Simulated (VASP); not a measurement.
# Sc in VASP: single point with PBEsol+D3(BJ)

Aim: the single point of Sc with PBEsol+D3(BJ).

Everything below comes from runs of VASP 6.6.1. Logs are shortened: lines on timing, memory, paths and dates and some standing lists are left out, and cuts for length are marked.

**1. The cell of the first run**

The cell holds a slab with vacuum, 4 atoms: a = 3.124 Å, b = 3.124 Å, c = 27.552 Å, α = 90.00°, β = 90.00°, γ = 120.00°.

**2. Single point, PBEsol+D3(BJ)**

Input file INCAR:

```
SYSTEM = Sc
  PREC = Accurate
  ENCUT = 400
  EDIFF = 1E-6
  ISMEAR = 1
  SIGMA = 0.1
  LREAL = .False.
  LASPH = .True.
  NELM = 120
  ALGO = Normal
  ISIF = 2
  LWAVE = .False.
  LCHARG = .True.
  LDIPOL = .True.
  IDIPOL = 3
  DIPOL = 0.5 0.5 0.393
  GGA = PS
  IVDW = 12
  LELF = .True.
  LVHAR = .True.
  LVACPOTAV = .True.
  NBANDS = 30
  GGA_COMPAT = .False.
  NELMDL = -8
```

Input file KPOINTS:

```
regular mesh
0
Gamma
  18 18 1
  0 0 0
```

Input file POSCAR:

```
Sc
1.0
    3.1238469550      0.0000000000      0.0000000000
   -1.5619234775      2.7053308205      0.0000000000
    0.0000000000      0.0000000000     27.5515292642
Sc
4
Direct
    0.6666666667      0.3333333333      0.2540693815
    0.3333333333      0.6666666667      0.3463841004
    0.6666666667      0.3333333333      0.4393002434
    0.3333333333      0.6666666667      0.5315348882
```

Potentials or basis: VASP PAW PBE potentials, release 64 (Sc_sv).

Started as:

```sh
cat potpaw_PBE.64/Sc_sv/POTCAR > POTCAR
mpirun -np 1 vasp_std > vasp.out
```

OUTCAR:

```text
SYSTEM = Sc
   PREC = Accurate
   ENCUT = 400
   EDIFF = 1E-6
   ISMEAR = 1
   LREAL = .False.
   LASPH = .True.
   NELM = 120
   ISIF = 2
   GGA = PS
   IVDW = 12
   NELMDL = -8
 IVDW          = 12

 ion  position               nearest neighbor table
   1  0.667  0.333  0.254-   2 3.12   2 3.12   2 3.12
   2  0.333  0.667  0.346-   1 3.12   1 3.12   1 3.12   3 3.13   3 3.13   3 3.13
   3  0.667  0.333  0.439-   4 3.12   4 3.12   4 3.12   2 3.13   2 3.13   2 3.13
   4  0.333  0.667  0.532-   3 3.12   3 3.12   3 3.12

  LATTYP: Found a hexagonal cell.
 ALAT       =     3.1238469550
 C/A-ratio  =     8.8197436242

  Lattice vectors:

 A1 = (   3.1238469550,   0.0000000000,   0.0000000000)
 A2 = (  -1.5619234775,   2.7053308205,   0.0000000000)
 A3 = (   0.0000000000,   0.0000000000,  27.5515292642)

Analysis of symmetry for initial positions (statically):
=====================================================================
 Subroutine PRICEL returns:
 Original cell was already a primitive cell.

 Routine SETGRP: Setting up the symmetry group for a
 hexagonal supercell.

 Subroutine GETGRP returns: Found  6 space group operations
 (whereof  6 operations were pure point group operations)
 out of a pool of 24 trial point group operations.

The static configuration has the point symmetry C_3v.

Analysis of symmetry for dynamics (positions and initial velocities):
=====================================================================
 Subroutine PRICEL returns:
 Original cell was already a primitive cell.

 Routine SETGRP: Setting up the symmetry group for a
 hexagonal supercell.

 Subroutine GETGRP returns: Found  6 space group operations
 (whereof  6 operations were pure point group operations)
 out of a pool of 24 trial point group operations.

The dynamic configuration has the point symmetry C_3v.

 Subroutine INISYM returns: Found  6 space group operations
 (whereof  6 operations are pure point group operations),
 and found     1 'primitive' translations

----------------------------------------------------------------------------------------

                                     Primitive cell

  volume of cell :     232.8391

  direct lattice vectors                    reciprocal lattice vectors
     3.123846955  0.000000000  0.000000000     0.320118115  0.184820280  0.000000000
    -1.561923477  2.705330820  0.000000000     0.000000000  0.369640560  0.000000000
     0.000000000  0.000000000 27.551529264     0.000000000  0.000000000  0.036295626

  length of vectors
     3.123846955  3.123846955 27.551529264     0.369640560  0.369640560  0.036295626

  position of ions in fractional coordinates (direct lattice)
     0.666666667  0.333333333  0.254069382
     0.333333333  0.666666667  0.346384100
     0.666666667  0.333333333  0.439300243
     0.333333333  0.666666667  0.531534888

  ion indices of the primitive-cell ions
   primitive index   ion index
                 1           1
                 2           2
                 3           3
                 4           4

----------------------------------------------------------------------------------------

 KPOINTS: regular mesh

Automatic generation of k-mesh.
 Grid dimensions read from file:
 generate k-points for:   18   18    1

 Generating k-lattice:

  Cartesian coordinates                     Fractional coordinates (reciprocal lattice)
     0.017784340  0.010267793  0.000000000     0.055555556  0.000000000  0.000000000
     0.000000000  0.020535587  0.000000000     0.000000000  0.055555556  0.000000000
     0.000000000  0.000000000  0.036295626     0.000000000  0.000000000  1.000000000

  Length of vectors
     0.020535587  0.020535587  0.036295626

  Shift w.r.t. Gamma in fractional coordinates (k-lattice)
     0.000000000  0.000000000  0.000000000

 Subroutine IBZKPT returns following result:
 ===========================================

 Found     37 irreducible k-points:

 Following reciprocal coordinates:
            Coordinates               Weight
  0.000000  0.000000  0.000000      1.000000
  0.055556  0.000000  0.000000      6.000000
  0.111111  0.000000  0.000000      6.000000
  0.166667 -0.000000  0.000000      6.000000
  0.222222  0.000000  0.000000      6.000000
  0.277778 -0.000000  0.000000      6.000000
[... 16 lines left out ...]
  0.333333  0.111111  0.000000     12.000000
  0.388889  0.111111  0.000000     12.000000
 [... further k-points ...]
   k-points           NKPTS =     37   k-points in BZ     NKDIM =     37   number of bands    NBANDS=     30
   number of dos      NEDOS =    301   number of ions     NIONS =      4
   total plane-waves  NPLWV =  72000
   dimension x,y,z NGX =    20 NGY =   20 NGZ =  180
   dimension x,y,z NGXF=    40 NGYF=   40 NGZF=  360
   ions per type =               4
   NGX,Y,Z   is equivalent  to a cutoff of  10.64, 10.64, 10.86 a.u.
   NGXF,Y,Z  is equivalent  to a cutoff of  21.29, 21.29, 21.72 a.u.
 SYSTEM =  Sc
   PREC   = accura    normal or accurate (medium, high low for compatibility)
   ISTART =      0    job   : 0-new  1-cont  2-samecut
   ICHARG =      2    charge: 1-file 2-atom 10-const
   ISPIN  =      1    spin polarized calculation?
   LNONCOLLINEAR =      F non collinear calculations
   LSORBIT =      F    spin-orbit coupling
   LASPH  =      T    aspherical Exc in radial PAW
   ENCUT  =  400.0 eV  29.40 Ry    5.42 a.u.   5.09  5.09 44.93*2*pi/ulx,y,z
   NELM   =    120;   NELMIN=  2; NELMDL= -8     # of ELM steps
   EDIFF  = 0.1E-05   stopping-criterion for ELM
   LREAL  =      F    real-space projection
   EDIFFG = 0.1E-04   stopping-criterion for IOM
   NSW    =      0    number of steps for IOM
   IBRION =     -1    ionic relax: 0-MD 1-quasi-New 2-CG
   NFREE  =      0    steps in history (QN), initial steepest desc. (CG)
   ISIF   =      2    stress and relaxation
   ISYM   =      2    0-nonsym 1-usesym 2-fastsym
   POTIM  = 0.5000    time-step for ionic-motion
   TEBEG  =    0.0;   TEEND  =   0.0 temperature during run
   PSTRESS=    0.0 pullay stress
   NELECT =      44.0000    total number of electrons
   NUPDOWN=      -1.0000    fix difference up-down
   EMIN   =  10.00;   EMAX   =-10.00  energy-range for DOS
   EFERMI =   0.00;   METHOD = LEGACY
   ISMEAR =     1;   SIGMA  =   0.10  broadening in eV -4-tet -1-fermi 0-gaus
   EFERMI_NEDOS =   21; number of points for ismear=-14 and -15
   IALGO  =     38    algorithm
   IMIX   =      4    mixing-type and parameters
     AMIX     =   0.40;   BMIX     =  1.00
     AMIX_MAG =   1.60;   BMIX_MAG =  1.00
  volume/ion in A,a.u.               =      58.21       392.82
  Fermi-wavevector in a.u.,A,eV,Ry     =   0.939450  1.775304 12.008049  0.882567
  Thomas-Fermi vector in A             =   2.066764
   LORBIT       =      0    0 simple, 1 ext, 2 COOP (PROOUT), +10 PAW based schemes
   GGA     = PS    functional components
   LHFCALC =     F    Hartree Fock is set to
   AEXX    =    0.0000 exact exchange contribution
   IVDW    =    12    specifies the selected vdW correction
   LEPSILON=     F    determine dielectric tensor
   LRPA    =     F    only Hartree local field effects (RPA)
 non-spin polarized calculation
 Methfessel and Paxton  Order N= 1 SIGMA  =   0.10
  energy-cutoff  :      400.00
  volume of cell :      232.84
 maximum number of plane-waves:      4257
   NGX = 11   NGY = 11   NGZ = 89

 dipolmoment           0.000000      0.000000      0.000274 electrons x Angstroem

 number of electron      43.9999991 magnetization

 dipolmoment           0.000000      0.000000     -0.000108 electrons x Angstroem

 Free energy of the ion-electron system (eV)
  ---------------------------------------------------
  ext. energy  EPLUGINS =         0.00000000
  ---------------------------------------------------
  free energy    TOTEN  =       -24.71352725 eV

  energy without entropy =      -24.70753298  energy(sigma->0) =      -24.71152916

 E-fermi :  -0.5716     XC(G=0):  -4.6422

 val. band max:       -0.5825896094   @ k =   0.3333   0.1111   0.0000
 cond. band min:      -0.5619818064   @ k =   0.1667   0.0556   0.0000
 fundamental gap:      0.0206078030
 Fermi energy:        -0.5716020012

 k-point     1 :       0.0000    0.0000    0.0000
  band No.  band energies     occupation
      1     -49.8427      2.00000
      2     -49.8406      2.00000
      3     -49.3275      2.00000
      4     -49.2756      2.00000
      5     -28.6836      2.00000
      6     -28.6643      2.00000
[... 22 lines left out ...]
     29       1.0526     -0.00000
     30       1.2618     -0.00000

 k-point     2 :       0.0556    0.0000    0.0000
  band No.  band energies     occupation
      1     -49.8406      2.00000
      2     -49.8386      2.00000
      3     -49.3251      2.00000
      4     -49.2739      2.00000
      5     -28.6801      2.00000
      6     -28.6618      2.00000
[... 22 lines left out ...]
     29       1.1076     -0.00000
     30       1.2115     -0.00000

 k-point     3 :       0.1111    0.0000    0.0000
  band No.  band energies     occupation
      1     -49.8345      2.00000
      2     -49.8324      2.00000
      3     -49.3180      2.00000
      4     -49.2690      2.00000
      5     -28.6703      2.00000
      6     -28.6547      2.00000
[... 22 lines left out ...]
     29       1.2050     -0.00000
     30       1.2759     -0.00000

 k-point     4 :       0.1667   -0.0000    0.0000
  band No.  band energies     occupation
      1     -49.8251      2.00000
      2     -49.8230      2.00000
      3     -49.3072      2.00000
      4     -49.2614      2.00000
      5     -28.6555      2.00000
      6     -28.6439      2.00000
[... 616 lines left out ...]
     29       1.3361     -0.00000
     30       1.6147      0.00000

 k-point    23 :       0.3333    0.1111    0.0000
  band No.  band energies     occupation
      1     -49.7777      2.00000
      2     -49.7756      2.00000
      3     -49.2489      2.00000
      4     -49.2268      2.00000
      5     -28.7280      2.00000
      6     -28.7250      2.00000
[... 22 lines left out ...]
     29       1.1862     -0.00000
     30       1.5764      0.00000

 k-point    24 :       0.3889    0.1111    0.0000
  band No.  band energies     occupation
      1     -49.7719      2.00000
      2     -49.7698      2.00000
      3     -49.2407      2.00000
      4     -49.2236      2.00000
      5     -28.7621      2.00000
      6     -28.7592      2.00000
[... 22 lines left out ...]
     29       1.1120     -0.00000
     30       1.6016      0.00000

 [... further k-points ...]

------------------------ aborting loop because EDIFF is reached ----------------------------------------

 Edisp (eV)   -1.32271

 E8    (eV) :    -0.9600

  FORCE on cell =-STRESS in cart. coord.  units (eV):
  Direction    XX          YY          ZZ          XY          YZ          ZX
  --------------------------------------------------------------------------------------
  -------------------------------------------------------------------------------------
  Total       1.38296     1.38296     0.03758     0.00000    -0.00000    -0.00000
  in kB       9.51621     9.51621     0.25862     0.00000    -0.00000    -0.00000
  external pressure =        6.43 kB  Pullay stress =        0.00 kB

 VOLUME and BASIS-vectors are now :
 -----------------------------------------------------------------------------
  energy-cutoff  :      400.00
  volume of cell :      232.84
      direct lattice vectors                 reciprocal lattice vectors
     3.123846955  0.000000000  0.000000000     0.320118115  0.184820280  0.000000000
    -1.561923477  2.705330820  0.000000000     0.000000000  0.369640560  0.000000000
     0.000000000  0.000000000 27.551529264     0.000000000  0.000000000  0.036295626

 POSITION                                       TOTAL-FORCE (eV/Angst)
 -----------------------------------------------------------------------------------
      1.56192      0.90178      7.00000        -0.000000     -0.000000      0.002061
     -0.00000      1.80355      9.54341        -0.000000      0.000000     -0.048741
      1.56192      0.90178     12.10339        -0.000000     -0.000000      0.044770
     -0.00000      1.80355     14.64460         0.000000     -0.000000      0.001909
 -----------------------------------------------------------------------------------
    total drift:                                0.000000      0.000000     -0.000322

  FREE ENERGIE OF THE ION-ELECTRON SYSTEM (eV)
  ---------------------------------------------------
  free  energy   TOTEN  =       -26.0362417039 eV

  energy  without entropy=      -26.0302474354  energy(sigma->0) =      -26.03424361

 vacuum level on the upper side and lower side of the slab         3.152         3.154
```

Wall time 4.9 min (1 thread of Intel Xeon Platinum 8488C (Sapphire Rapids), shared host); peak memory 0.34 GiB.

What came out:

```
Free energy                : -26.0362 eV
Largest force              : 0.049 eV/Å
Band gap on the k mesh     : zero (bands 22 and 23 overlap by 0.19 eV)
Dispersion energy per atom : -0.331 eV
```

Forces on the atoms (eV/Å):
```
Sc   0.000  0.000  0.002
Sc   0.000  0.000 -0.049
Sc   0.000  0.000  0.045
Sc   0.000  0.000  0.002
```

Caveat: the PAW data sets were made with another functional, which shifts forces and pressure a little.
